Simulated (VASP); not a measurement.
Runs of VASP 6.6.1 on Co. The structure is that of space group P6_3/mmc (No. 194), or close to it. The cells are those of the table. 

```csv
level,cell,cutoff (eV),smearing,gap on the mesh (eV),pressure (GPa),moment (μB)
revPBE,"a = 2.420, b = 2.420, c = 7.923 Å, angles 90.0, 90.0, 120.0°, 4 atoms",520,fermi-dirac 0.05 eV,none,24.2,(b)
SVWN5,"a = 2.420, b = 2.420, c = 7.923 Å, angles 90.0, 90.0, 120.0°, 4 atoms",520,fermi-dirac 0.05 eV,none,(a),5.50
PBE,"a = 2.471, b = 2.471, c = 8.088 Å, angles 90.0, 90.0, 120.0°, 4 atoms",520,gaussian 0.023 eV,none,3.8,6.58
r2SCAN,"a = 2.487, b = 2.487, c = 8.142 Å, angles 90.0, 90.0, 120.0°, 4 atoms",520,fermi-dirac 0.05 eV,none,-4.6,7.07
RPBE,"a = 2.487, b = 2.487, c = 8.142 Å, angles 90.0, 90.0, 120.0°, 4 atoms",520,fermi-dirac 0.05 eV,none,5.5,(c)
r2SCAN,"a = 2.519, b = 2.519, c = 8.247 Å, angles 90.0, 90.0, 120.0°, 4 atoms",520,fermi-dirac 0.05 eV,none,(d),7.10
PBEsol+D3(BJ),"a = 2.437, b = 2.437, c = 7.979 Å, angles 90.0, 90.0, 120.0°, 4 atoms",520,fermi-dirac 0.05 eV,none,-3.9,6.32
"b88 exchange, pbe correlation","a = 2.454, b = 2.454, c = 8.034 Å, angles 90.0, 90.0, 120.0°, 4 atoms",600,fermi-dirac 0.05 eV,none,7.8,6.44
```

Alike in all rows: task single point; potentials or basis VASP PAW PBE potentials, release 64 (Co); spin collinear, ferromagnetic start; k mesh 12 × 12 × 4.

Problem. Estimate the missing entries.

Solution. (a) -4.0; (b) 6.29; (c) 6.68; (d) -11.8.

Caveats: the PAW data sets were made with another functional, which shifts forces and pressure a little (at least some runs); the cell stands under pressure (at least some runs); the cell stands under tension (at least some runs).

A gap of «none» marks levels without a gap at the run's occupations.
